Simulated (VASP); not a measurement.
# SiC (F-43m) in VASP: vibrations by perturbation theory with LDA

Aim: the vibrations by perturbation theory of SiC with LDA.

All numbers are computed with VASP 6.6.1; they aren't measurements. Logs are shortened: lines on timing, memory, paths and dates and some standing lists are left out, and cuts for length are marked.

### Step 1. The cell of the first run

It takes space group F-43m (No. 216, cubic). The conventional cell has a = 4.329 Å, b = 4.329 Å, c = 4.329 Å, α = 90.00°, β = 90.00°, γ = 90.00°. Within 2.5 Å of Si (site symmetry -43m) lie 4 C at 1.87 Å. C (site symmetry -43m) has 4 Si at 1.87 Å within 2.5 Å.

### Step 2. Vibrations by perturbation theory, LDA

Contents of INCAR:

```
SYSTEM = SiC
ALGO = Normal
EDIFF = 1E-8
ENCUT = 600
GGA = CA
GGA_COMPAT = .FALSE.
IBRION = 8
ISIF = 2
ISMEAR = 0
LASPH = .TRUE.
LCHARG = .FALSE.
LEPSILON = .TRUE.
LREAL = .FALSE.
LWAVE = .FALSE.
NELM = 120
NSW = 1
PREC = Accurate
SIGMA = 0.01
```

Contents of KPOINTS:

```
k-points
0
G
  8 8 8
  0 0 0
```

Contents of POSCAR:

```
SiC
1.0
    0.0000000000      2.1645114678      2.1645114678
    2.1645114678      0.0000000000      2.1645114678
    2.1645114678      2.1645114678      0.0000000000
Si C
1 1
Direct
    0.0000000000      0.0000000000      0.0000000000
    0.2500000000      0.2500000000      0.2500000000
```

Potentials or basis: VASP PAW LDA potentials, release 64 (Si, C).

The run is started by

```sh
cat potpaw_LDA.64/Si/POTCAR potpaw_LDA.64/C/POTCAR > POTCAR
mpirun -np 1 vasp_std > vasp.out
```

OUTCAR:

```text
SYSTEM = SiC
   EDIFF = 1E-8
   ENCUT = 600
   GGA = CA
   IBRION = 8
   ISIF = 2
   ISMEAR = 0
   LASPH = .TRUE.
   LEPSILON = .TRUE.
   LREAL = .FALSE.
   NELM = 120
   NSW = 1
   PREC = Accurate

 ion  position               nearest neighbor table
   1  0.000  0.000  0.000-   2 1.87   2 1.87   2 1.87   2 1.87
   2  0.250  0.250  0.250-   1 1.87   1 1.87   1 1.87   1 1.87

  LATTYP: Found a face centered cubic cell.
 ALAT       =     4.3290229356

  Lattice vectors:

 A1 = (   0.0000000000,   2.1645114678,   2.1645114678)
 A2 = (   2.1645114678,   0.0000000000,   2.1645114678)
 A3 = (   2.1645114678,   2.1645114678,   0.0000000000)

Analysis of symmetry for initial positions (statically):
=====================================================================
 Subroutine PRICEL returns:
 Original cell was already a primitive cell.

 Routine SETGRP: Setting up the symmetry group for a
 face centered cubic supercell.

 Subroutine GETGRP returns: Found 24 space group operations
 (whereof 24 operations were pure point group operations)
 out of a pool of 48 trial point group operations.

The static configuration has the point symmetry T_d .

Analysis of symmetry for dynamics (positions and initial velocities):
=====================================================================
 Subroutine PRICEL returns:
 Original cell was already a primitive cell.

 Routine SETGRP: Setting up the symmetry group for a
 face centered cubic supercell.

 Subroutine GETGRP returns: Found 24 space group operations
 (whereof 24 operations were pure point group operations)
 out of a pool of 48 trial point group operations.

The dynamic configuration has the point symmetry T_d .

 Subroutine INISYM returns: Found 24 space group operations
 (whereof 24 operations are pure point group operations),
 and found     1 'primitive' translations

[... 496 lines left out ...]
     0.00000 -8.67403  0.00506

 MACROSCOPIC STATIC DIELECTRIC TENSOR (including local field effects in DFT)
 ------------------------------------------------------
           7.086006     0.000000    -0.000000
           0.000000     7.086006    -0.000000
           0.000000     0.000000     7.086006
 ------------------------------------------------------

 PIEZOELECTRIC TENSOR (including local field effects)  for field in x, y, z        (e  Angst)
          XX          YY          ZZ          XY          YZ          ZX
  --------------------------------------------------------------------------------
  x     0.00000    -0.00000    -0.00000     0.00000    -1.25000     0.00000
  y     0.00000     0.00000     0.00000     0.00000     0.00000    -1.25000
  z    -0.00000     0.00000     0.00000    -1.25000     0.00000     0.00000

 PIEZOELECTRIC TENSOR (including local field effects)  for field in x, y, z        (C/m^2)
          XX          YY          ZZ          XY          YZ          ZX
  --------------------------------------------------------------------------------
  x     0.00000    -0.00000    -0.00000     0.00000    -0.98744     0.00000
  y     0.00000     0.00000     0.00000     0.00000     0.00000    -0.98744
  z    -0.00000     0.00000     0.00000    -0.98744     0.00000     0.00000

 BORN EFFECTIVE CHARGES (including local field effects) (in |e|, cummulative output)
 ---------------------------------------------------------------------------------
 ion    1
    1     2.72183     0.00000     0.00000
    2     0.00000     2.72183     0.00000
    3     0.00000     0.00000     2.72183
 ion    2
    1    -2.72183    -0.00000    -0.00000
    2     0.00000    -2.72183     0.00000
    3     0.00000     0.00000    -2.72183

 INTERNAL STRAIN TENSOR FOR ION    2 for displacements in x,y,z  (eV/Angst):
          X           Y           Z          XY          YZ          ZX
  --------------------------------------------------------------------------------
  x    -0.00000     0.00000     0.00000     0.00000    -8.67403     0.00000
  y    -0.00000     0.00000    -0.00000     0.00000     0.00000    -8.67403
  z     0.00000     0.00000    -0.00000    -8.67403     0.00000     0.00000

 SECOND DERIVATIVES (NOT SYMMETRIZED)
 ------------------------------------
               1X          1Y          1Z          2X          2Y          2Z
  1X   -19.691959    0.000000    0.000000   19.691959    0.000000    0.000000
  1Y     0.000000  -19.691959    0.000000    0.000000   19.691959    0.000000
  1Z     0.000000    0.000000  -19.691959    0.000000    0.000000   19.691959
  2X    19.692193    0.000000    0.000000  -19.692193    0.000000    0.000000
  2Y     0.000000   19.692193    0.000000    0.000000  -19.692193    0.000000
  2Z     0.000000    0.000000   19.692193    0.000000    0.000000  -19.692193

 Eigenvectors and eigenvalues of the dynamical matrix
 ----------------------------------------------------

   1 f  =   23.917772 THz   150.279793 2PiTHz  797.810996 cm-1    98.915912 meV
             X         Y         Z           dx          dy          dz
      0.000000  0.000000  0.000000    -0.539279   -0.093442   -0.000000
      1.082256  1.082256  1.082256     0.824639    0.142887    0.000000
[... 21 lines left out ...]
   6 f/i=    0.000065 THz     0.000409 2PiTHz    0.002169 cm-1     0.000269 meV
             X         Y         Z           dx          dy          dz
      0.000000  0.000000  0.000000    -0.280602    0.788485   -0.000000
      1.082256  1.082256  1.082256    -0.183502    0.515636    0.000000

--------------------------------------------------------------------------------------------------------

 MACROSCOPIC STATIC DIELECTRIC TENSOR IONIC CONTRIBUTION
 ------------------------------------------------------
           3.356512    -0.000000     0.000000
          -0.000000     3.356512    -0.000000
           0.000000    -0.000000     3.356512
 ------------------------------------------------------

 ELASTIC MODULI CONTR FROM IONIC RELAXATION (kBar)
 Direction    XX          YY          ZZ          XY          YZ          ZX
 --------------------------------------------------------------------------------
 XX          -0.0000     -0.0000     -0.0000     -0.0000     -0.0000     -0.0000
 YY          -0.0000     -0.0000     -0.0000     -0.0000     -0.0000      0.0000
 ZZ          -0.0000     -0.0000     -0.0000     -0.0000     -0.0000     -0.0000
 XY          -0.0000     -0.0000     -0.0000   -275.3950     -0.0000      0.0000
 YZ          -0.0000     -0.0000     -0.0000     -0.0000   -275.3950      0.0000
 ZX          -0.0000      0.0000     -0.0000      0.0000      0.0000   -275.3950
 --------------------------------------------------------------------------------

 PIEZOELECTRIC TENSOR IONIC CONTR  for field in x, y, z        (C/m^2)
          XX          YY          ZZ          XY          YZ          ZX
  --------------------------------------------------------------------------------
  x     0.00000     0.00000     0.00000     0.00000     0.90468    -0.00000
  y     0.00000    -0.00000     0.00000    -0.00000    -0.00000     0.90468
  z     0.00000     0.00000     0.00000     0.90468     0.00000    -0.00000
```

OSZICAR:

```text
N       E                     dE             d eps       ncg     rms          rms(c)
DAV:   1     0.301481844645E+01    0.30148E+01   -0.42583E+03   488   0.929E+02
DAV:   2    -0.183476544548E+02   -0.21362E+02   -0.20521E+02   688   0.111E+02
DAV:   3    -0.187379944180E+02   -0.39034E+00   -0.39034E+00   504   0.184E+01
DAV:   4    -0.187395157136E+02   -0.15213E-02   -0.15213E-02   752   0.132E+00
DAV:   5    -0.187395162551E+02   -0.54149E-06   -0.54149E-06   520   0.177E-02    0.927E+00
[... 143 lines left out ...]
RMM:   7    -0.124654589345E+00    0.52234E-05    0.22707E-08  2594   0.829E-04    0.158E-04
RMM:   8    -0.124655894086E+00   -0.13047E-05   -0.71322E-09  2553   0.235E-04    0.321E-05
RMM:   9    -0.124655764186E+00    0.12990E-06   -0.48849E-09  2737   0.437E-05    0.876E-06
RMM:  10    -0.124655811609E+00   -0.47423E-07    0.13707E-08  2699   0.109E-05    0.199E-06
RMM:  11    -0.124655811338E+00    0.27108E-09    0.29121E-09  2365   0.227E-06    0.403E-07
 Linear response finished
```

stdout:

```text
POSCAR found type information on POSCAR SiC
 POSCAR found :  2 types and       2 ions
 scaLAPACK will be used
 LDA part: xc-table for (Slater(with rela. corr.)+CA(PZ))
 , standard interpolation
 POSCAR, INCAR and KPOINTS ok, starting setup
 FFT: planning ... GRIDC
 FFT: planning ... GRID_SOFT
 FFT: planning ... GRID
[... 24 lines left out ...]
 Linear response to external field, progress :
  Direction:   3
 dielectric tensor                  component  3 :     1.282     1.568     7.086
 Linear response DOF=           2
 Linear response progress:
 first order change of Fermi-energy   0.24645E-04
 force on displaced ion       1 direction 1 : -19.692  -0.000  -0.000
 Born effective charge ion    1 direction 1 :   2.703   0.000   0.000
 Linear response progress:
 first order change of Fermi-energy   0.37600E-03
 force on displaced ion       2 direction 1 : -19.692   0.000   0.000
 Born effective charge ion    2 direction 1 :  -2.742   0.000   0.000
 Born effective charges drift removed
 Linear response finished
```

Run time: 55 s. Hardware: 1 thread of Intel Xeon Platinum 8375C at 2.90GHz (Ice Lake), shared host; peak memory 0.17 GiB.

What came out:

```
Electronic dielectric tensor (diagonal)                 : 7.09
Born charges (mean of the diagonal)                     : Si +2.72; C -2.72 e
Highest phonon frequency at Γ, LO-TO splitting left out : 798 cm⁻¹
```

Phonon frequencies in cm⁻¹ (negative: imaginary):
```
              q point        frequencies
(0.000, 0.000, 0.000)  0 0 0 798 798 798
```

Electronic dielectric tensor:
```
7.09 0.00 0.00
0.00 7.09 0.00
0.00 0.00 7.09
```

Born effective charge tensors (e):
atom 1, Si
```
2.72 0.00 0.00
0.00 2.72 0.00
0.00 0.00 2.72
```
atom 2, C
```
-2.72  0.00  0.00
 0.00 -2.72  0.00
 0.00  0.00 -2.72
```
